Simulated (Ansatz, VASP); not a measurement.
PbS in VASP and in Ansatz

```xyz
2
Lattice="3.6537 0.0000 0.0000 0.0000 3.6537 0.0000 0.0000 0.0000 3.6537" Properties=species:S:1:pos:R:3 pbc="T T T"
Pb    0.0000    0.0000    0.0000
S     1.8268    1.8268    1.8268
```

Alike in both runs: task single point; functional PBE; k mesh 7 × 7 × 7; occupations gaussian, width 0.029 eV; no spin polarisation.

```csv
,VASP,Ansatz
version,VASP 6.6.1,Ansatz 0.2.0
potentials or method,"VASP PAW PBE potentials, release 64 (Pb_d, S)",Ansatz PAW
plane-wave cutoff (eV),520,420
valence electrons in the cell,20,20
```

|  | VASP | Ansatz | Ansatz less VASP |
| --- | --- | --- | --- |
| gap on the k mesh at the Fermi level (eV) | 0.10 | 0.10 | -0.001 |
| least direct gap on the mesh (eV) | 1.42 | 1.43 | +0.003 |
| pressure (GPa) | 0.2 | 0.3 | +0.07 |

Spin-orbit coupling is off throughout. Noted on Ansatz's run: odd divisions of the mesh miss points on the zone boundary, where band edges often lie, so the gap on the mesh can be too wide.
